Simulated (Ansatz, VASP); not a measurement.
Given: the input of a run of Ansatz 0.2.0 on LiH.

The input input.yaml:

```yaml
crystal:
  lattice:
    - [0.0, 2.03675, 2.03675]
    - [2.03675, 0.0, 2.03675]
    - [2.03675, 2.03675, 0.0]
  atoms:
    - { symbol: Li, position: [0.0, 0.0, 0.0] }
    - { symbol: H, position: [0.5, 0.5, 0.5] }
hamiltonian:
  xc: { exchange: pbe, correlation: pbe, exx: { coeff: 0.35 } }
  pseudopotentials: { kind: paw }
kpoints:
  mp_grid: { grid: [6, 6, 6] }
scf:
  occupations: { method: fermi_dirac, width: 0.05 }
output:
  forces: true
  stress: true
  eigenvalues: true
```

Potentials or basis: Ansatz PAW.

Command:

```bash
$ ansatz run input.yaml --threads 1 --pin off --max-ram 3584MiB --backend cpu --events-out ev --progress --plain --runs-dir out
```

Q: Translate it to VASP 6.6.1. Potentials there: VASP PAW PBE potentials, release 64 (Li_sv, H).

A: As run (the cutoff follows the program's own potentials):

POSCAR

```
LiH
1.0
    0.0000000000      2.0367500000      2.0367500000
    2.0367500000      0.0000000000      2.0367500000
    2.0367500000      2.0367500000      0.0000000000
Li H
1 1
Direct
    0.0000000000      0.0000000000      0.0000000000
    0.5000000000      0.5000000000      0.5000000000
```

INCAR.step1

```
SYSTEM = LiH
PREC = Accurate
ENCUT = 520
EDIFF = 1E-5
ISMEAR = -1
SIGMA = 0.05
LREAL = .False.
LASPH = .True.
NELM = 100
ALGO = Normal
ISIF = 2
LWAVE = .True.
NBANDS = 9
GGA = PE
```

Contents of INCAR.step2:

```
SYSTEM = LiH
PREC = Accurate
ENCUT = 520
EDIFF = 1E-6
ISMEAR = -1
SIGMA = 0.05
LREAL = .False.
LASPH = .True.
NELM = 100
ALGO = Normal
ISIF = 2
LWAVE = .False.
LCHARG = .True.
GGA = PE
LHFCALC = .True.
AEXX = 0.35
PRECFOCK = Normal
LELF = .True.
LVHAR = .True.
NBANDS = 9
ISTART = 1
```

KPOINTS

```
Automatic mesh
0
Gamma
  6 6 6
  0 0 0
```

Potentials or basis: VASP PAW PBE potentials, release 64 (Li_sv, H).

Launch:

```bash
$ cat potpaw_PBE.64/Li_sv/POTCAR potpaw_PBE.64/H/POTCAR > POTCAR
$ cp INCAR.step1 INCAR
$ mpirun -np 1 vasp_std > vasp.out
$ cp INCAR.step2 INCAR
$ mpirun -np 1 vasp_std > vasp.out
```

Both were run:

|  | VASP | Ansatz | Ansatz less VASP |
| --- | --- | --- | --- |
| gap on the k mesh at the Fermi level (eV) | 5.43 | 5.39 | -0.039 |
| least direct gap on the mesh (eV) | 5.43 | 5.39 | -0.039 |

VASP's potentials were made for PBE, not for PBE-based global hybrid.

The k mesh is coarse, so the values compare programs but aren't converged. Noted on VASP's run: the cutoff is short for stress, so the pressure is rough.
